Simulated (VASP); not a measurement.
# SiC (P6_3mc) in VASP: notebook

Runs on SiC. Level: PBE. Tasks: single point.

All numbers are computed with VASP 6.6.1; they aren't measurements. Logs are shortened: lines on timing, memory, paths and dates and some standing lists are left out, and cuts for length are marked.

### 1 The cell of the first run

It takes space group P6_3mc (No. 186, hexagonal). Conventional cell: a = 3.130 Å, b = 3.130 Å, c = 5.347 Å, α = 90.00°, β = 90.00°, γ = 120.00°. Si (site symmetry 3m) has 4 C at 1.93 to 2.00 Å within 2.6 Å. Within 2.6 Å of C (site symmetry 3m) lie 4 Si at 1.93 to 2.00 Å.

### 2 Single point, PBE (11.34 Å³/atom)

The input, INCAR:

```
ALGO = Normal
EDIFF = 1E-6
ENCUT = 520
GGA = PE
ISIF = 2
ISMEAR = 0
LASPH = True
LCHARG = False
LREAL = False
LWAVE = False
NBANDS = 16
NELM = 100
PREC = Accurate
SIGMA = 0.05
```

The input, KPOINTS:

```
k-points
0
Gamma
  12 12 6
```

The input, POSCAR:

```
SiC
1.0
    3.1302666410      0.0000000000      0.0000000000
   -1.5651333205      2.7108904318      0.0000000000
    0.0000000000      0.0000000000      5.3468084496
Si C
2 2
Direct
    0.3333333333      0.6666666667      0.0053632667
    0.6666666667      0.3333333333      0.5053632667
    0.3333333333      0.6666666667      0.3796367333
    0.6666666667      0.3333333333      0.8796367333
```

Potentials or basis: VASP PAW PBE potentials, release 64 (Si, C).

Launch:

```bash
cat potpaw_PBE.64/Si/POTCAR potpaw_PBE.64/C/POTCAR > POTCAR
mpirun -np 1 vasp_std > vasp.out
```

OUTCAR:

```text
EDIFF = 1E-6
   ENCUT = 520
   GGA = PE
   ISIF = 2
   ISMEAR = 0
   LASPH = True
   LREAL = False
   NELM = 100
   PREC = Accurate

 ion  position               nearest neighbor table
   1  0.333  0.667  0.005-   4 1.93   4 1.93   4 1.93   3 2.00
   2  0.667  0.333  0.505-   3 1.93   3 1.93   3 1.93   4 2.00
   3  0.333  0.667  0.380-   2 1.93   2 1.93   2 1.93   1 2.00
   4  0.667  0.333  0.880-   1 1.93   1 1.93   1 1.93   2 2.00

  LATTYP: Found a hexagonal cell.
 ALAT       =     3.1302666410
 C/A-ratio  =     1.7081000000

  Lattice vectors:

 A1 = (   3.1302666410,   0.0000000000,   0.0000000000)
 A2 = (  -1.5651333205,   2.7108904318,   0.0000000000)
 A3 = (   0.0000000000,   0.0000000000,   5.3468084496)

Analysis of symmetry for initial positions (statically):
=====================================================================
 Subroutine PRICEL returns:
 Original cell was already a primitive cell.

 Routine SETGRP: Setting up the symmetry group for a
 hexagonal supercell.

 Subroutine GETGRP returns: Found 12 space group operations
 (whereof  6 operations were pure point group operations)
 out of a pool of 24 trial point group operations.

The static configuration has the point symmetry C_3v.
 The point group associated with its full space group is C_6v.

Analysis of symmetry for dynamics (positions and initial velocities):
=====================================================================
 Subroutine PRICEL returns:
 Original cell was already a primitive cell.

 Routine SETGRP: Setting up the symmetry group for a
 hexagonal supercell.

 Subroutine GETGRP returns: Found 12 space group operations
 (whereof  6 operations were pure point group operations)
 out of a pool of 24 trial point group operations.

The dynamic configuration has the point symmetry C_3v.
 The point group associated with its full space group is C_6v.

 Subroutine INISYM returns: Found 12 space group operations
 (whereof  6 operations are pure point group operations),
 and found     1 'primitive' translations

----------------------------------------------------------------------------------------

                                     Primitive cell

  volume of cell :      45.3720

  direct lattice vectors                    reciprocal lattice vectors
     3.130266641  0.000000000  0.000000000     0.319461603  0.184441243  0.000000000
    -1.565133320  2.710890432  0.000000000     0.000000000  0.368882485  0.000000000
     0.000000000  0.000000000  5.346808450     0.000000000  0.000000000  0.187027459

[... 86 lines left out ...]
   NELM   =    100;   NELMIN=  2; NELMDL= -5     # of ELM steps
   EDIFF  = 0.1E-05   stopping-criterion for ELM
   LREAL  =      F    real-space projection
   EDIFFG = 0.1E-04   stopping-criterion for IOM
   NSW    =      0    number of steps for IOM
[... 5 lines left out ...]
   TEBEG  =    0.0;   TEEND  =   0.0 temperature during run
   PSTRESS=    0.0 pullay stress
   NELECT =      16.0000    total number of electrons
   NUPDOWN=      -1.0000    fix difference up-down
   EMIN   =  10.00;   EMAX   =-10.00  energy-range for DOS
   EFERMI =   0.00;   METHOD = LEGACY
   ISMEAR =     0;   SIGMA  =   0.05  broadening in eV -4-tet -1-fermi 0-gaus
   EFERMI_NEDOS =   21; number of points for ismear=-14 and -15
   IALGO  =     38    algorithm
   IMIX   =      4    mixing-type and parameters
     AMIX     =   0.40;   BMIX     =  1.00
     AMIX_MAG =   1.60;   BMIX_MAG =  1.00
  volume/ion in A,a.u.               =      11.34        76.55
  Fermi-wavevector in a.u.,A,eV,Ry     =   1.156606  2.185669 18.201029  1.337738
  Thomas-Fermi vector in A             =   2.293225
   LORBIT       =      0    0 simple, 1 ext, 2 COOP (PROOUT), +10 PAW based schemes
   GGA     = PE    functional components
   LHFCALC =     F    Hartree Fock is set to
   AEXX    =    0.0000 exact exchange contribution
   IVDW    =     0    specifies the selected vdW correction
   LEPSILON=     F    determine dielectric tensor
   LRPA    =     F    only Hartree local field effects (RPA)
 non-spin polarized calculation
 Gauss-broadening in eV      SIGMA  =   0.05
  energy-cutoff  :      520.00
  volume of cell :       45.37
 maximum number of plane-waves:      1234
 NGX is ok and might be reduce to    24
   NGX = 11   NGY = 11   NGZ = 19

 number of electron      16.0000000 magnetization

 Free energy of the ion-electron system (eV)
  ---------------------------------------------------
  ext. energy  EPLUGINS =         0.00000000
  ---------------------------------------------------
  free energy    TOTEN  =       -29.89119260 eV

  energy without entropy =      -29.89119260  energy(sigma->0) =      -29.89119260

 E-fermi :   7.5762     XC(G=0): -10.9547

 val. band max:        7.3057857149   @ k =   0.0000   0.0000   0.0000
 cond. band min:       9.5452125155   @ k =   0.3333   0.3333   0.0000
 fundamental gap:      2.2394268005
 Fermi energy:         7.5762388646

 k-point     1 :       0.0000    0.0000    0.0000
  band No.  band energies     occupation
      1      -7.6104      2.00000
      2      -4.6654      2.00000
      3      -1.0060      2.00000
      4       6.2126      2.00000
      5       6.2126      2.00000
      6       6.9480      2.00000
[... 433 lines left out ...]
      3       0.2380      2.00000
      4       1.9337      2.00000
      5       2.5456      2.00000
      6       4.7501      2.00000
[... 8 lines left out ...]
     15      17.5288      0.00000
     16      18.6187      0.00000

 [... further k-points ...]

------------------------ aborting loop because EDIFF is reached ----------------------------------------

  FORCE on cell =-STRESS in cart. coord.  units (eV):
  Direction    XX          YY          ZZ          XY          YZ          ZX
  --------------------------------------------------------------------------------------
  -------------------------------------------------------------------------------------
  Total       -2.3224396     -2.3224396     -7.0226390     -0.0000000      0.0000000      0.0000000
  in kB      -82.0100526    -82.0100526   -247.9836259     -0.0000000      0.0000000      0.0000000
  external PRESSURE =    -137.3345771 kB  Pullay stress =       0.0000000 kB

 VOLUME and BASIS-vectors are now :
 -----------------------------------------------------------------------------
  energy-cutoff  :      520.00
  volume of cell :       45.37
      direct lattice vectors                 reciprocal lattice vectors
     3.130266641  0.000000000  0.000000000     0.319461603  0.184441243  0.000000000
    -1.565133320  2.710890432  0.000000000     0.000000000  0.368882485  0.000000000
     0.000000000  0.000000000  5.346808450     0.000000000  0.000000000  0.187027459

 POSITION                                       TOTAL-FORCE (eV/Angst)
 -----------------------------------------------------------------------------------
     -0.00000      1.80726      0.02868        -0.000000      0.000000     -0.001242
      1.56513      0.90363      2.70208         0.000000      0.000000     -0.001242
     -0.00000      1.80726      2.02984        -0.000000     -0.000000      0.001242
      1.56513      0.90363      4.70325         0.000000     -0.000000      0.001242
 -----------------------------------------------------------------------------------
    total drift:                                0.000000      0.000000     -0.000064

  FREE ENERGIE OF THE ION-ELECTRON SYSTEM (eV)
  ---------------------------------------------------
  free  energy   TOTEN  =       -29.8911926001 eV

  energy  without entropy=      -29.8911926001  energy(sigma->0) =      -29.89119260
```

stdout:

```text
POSCAR found type information on POSCAR SiC
 POSCAR found :  2 types and       4 ions
 scaLAPACK will be used
 LDA part: xc-table for (Slater+PW92), standard interpolation
 POSCAR, INCAR and KPOINTS ok, starting setup
 FFT: planning ... GRIDC
 FFT: planning ... GRID_SOFT
 FFT: planning ... GRID
 WAVECAR not read
 entering main loop
```

Wall time 25 s (1 thread of Intel Xeon Platinum 8488C (Sapphire Rapids), shared host); peak memory 0.17 GiB.

What came out:

```
Free energy            : -29.8912 eV
Pressure               : -13.7 GPa
Band gap on the k mesh : 2.24 eV (least direct gap 4.11 eV)
```

Caveat: the stress differs along the axes, from -25 to -8 GPa.

### 3 Single point, PBE (11.34 Å³/atom)

The input, INCAR:

```
PREC = Accurate
ENCUT = 520
EDIFF = 1E-6
ISMEAR = 0
SIGMA = 0.05
LREAL = F
LASPH = T
NELM = 100
ALGO = Normal
ISIF = 2
LWAVE = F
LCHARG = F
GGA = PE
NBANDS = 16
```

The input, KPOINTS:

```
Automatic mesh
0
Gamma
  12 12 6
```

The input, POSCAR:

```
SiC
1.0
    3.2150503021      0.0000000000      0.0000000000
   -1.6075251511      2.7843152361      0.0000000000
    0.0000000000      0.0000000000      5.0685268013
Si C
2 2
Direct
    0.3333333333      0.6666666667      0.0029448166
    0.6666666667      0.3333333333      0.5029448166
    0.3333333333      0.6666666667      0.3820551834
    0.6666666667      0.3333333333      0.8820551834
```

Potentials or basis: VASP PAW PBE potentials, release 64 (Si, C).

Launch:

```bash
cat potpaw_PBE.64/Si/POTCAR potpaw_PBE.64/C/POTCAR > POTCAR
mpirun -np 1 vasp_std > vasp.out
```

Run time: 32 s. Hardware: 1 thread of Intel Xeon Platinum 8488C (Sapphire Rapids), shared host; peak memory 0.18 GiB.

Results (log left out):

```yaml
Free_energy: -29.8864 eV
Pressure: -14.0 GPa
Band_gap_on_the_k_mesh: 2.24 eV (least direct gap 3.34 eV)
```

Stress tensor (GPa, compression positive):
```
-19.71   0.00   0.00
  0.00 -19.71   0.00
  0.00   0.00  -2.54
```

Levels at points of the mesh, in eV from the valence-band top:
| k point | band 4 | band 5 | band 6 | band 7 | band 8 | band 9 | band 10 | band 11 | band 12 | band 13 |
| --- | --- | --- | --- | --- | --- | --- | --- | --- | --- | --- |
| (0.00, 0.00, 0.00) | -1.61 | -1.61 | -0.16 | -0.16 | 0.00 | 3.34 | 5.31 | 5.75 | 5.75 | 7.37 |
| (0.50, 0.00, 0.00) | -5.97 | -5.20 | -3.43 | -3.11 | -1.22 | 2.24 | 4.28 | 6.09 | 6.60 | 9.76 |
| (0.00, 0.00, 0.50) | -4.05 | -0.95 | -0.95 | -0.95 | -0.95 | 4.57 | 4.57 | 6.51 | 6.51 | 6.51 |
| (0.50, 0.00, 0.50) | -7.96 | -2.53 | -2.53 | -2.12 | -2.12 | 3.05 | 3.05 | 4.96 | 4.96 | 9.75 |

Caveat: the stress differs along the axes, from -20 to -3 GPa.

[end of part 1 of 2]
